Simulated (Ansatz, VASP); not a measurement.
# CsC: VASP beside Ansatz

```
Cs C
1.0
     4.02706    0.00000    0.00000
     0.00000    4.02706    0.00000
     0.00000    0.00000    4.02706
Cs C
1 1
Direct
  0.00000 0.00000 0.00000
  0.50000 0.50000 0.50000
```

Alike in both runs: functional r2SCAN; k mesh 8 × 8 × 8; occupations gaussian, width 0.02 eV; collinear spin.

Ansatz relaxed the structure, and its values are those at the end. VASP's run is a single point on that final structure, the one shown.

```csv
,VASP,Ansatz
version,VASP 6.6.1,Ansatz 0.2.0
potentials or method,"VASP PAW PBE potentials, release 64 (Cs_sv, C), cutoff 520 eV","scalar-relativistic, plane waves, PAW"
valence electrons in the cell,13,13
```

Ansatz gave:

| Property | Result |
| --- | --- |
| gap on the k mesh at the Fermi level (eV) | 1.30 |
| least direct gap on the mesh (eV) | 1.60 |
| pressure (GPa) | 0.0 |
| net moment per atom (μB) | 1.50 |
| size of the moment on the site where the two differ most (μB) | 2.50 |

**Question.** What did VASP give for the same quantities?

**Answer.** gap on the k mesh at the Fermi level (eV): 1.28; least direct gap on the mesh (eV): 1.60; pressure (GPa): 0.1; net moment per atom (μB): 1.50; size of the moment on the site where the two differ most (μB): 1.23.

VASP's potentials were made for PBE, not for r2SCAN. Site moments also hang on the region over which each program counts them.

Spin-orbit coupling is off throughout.
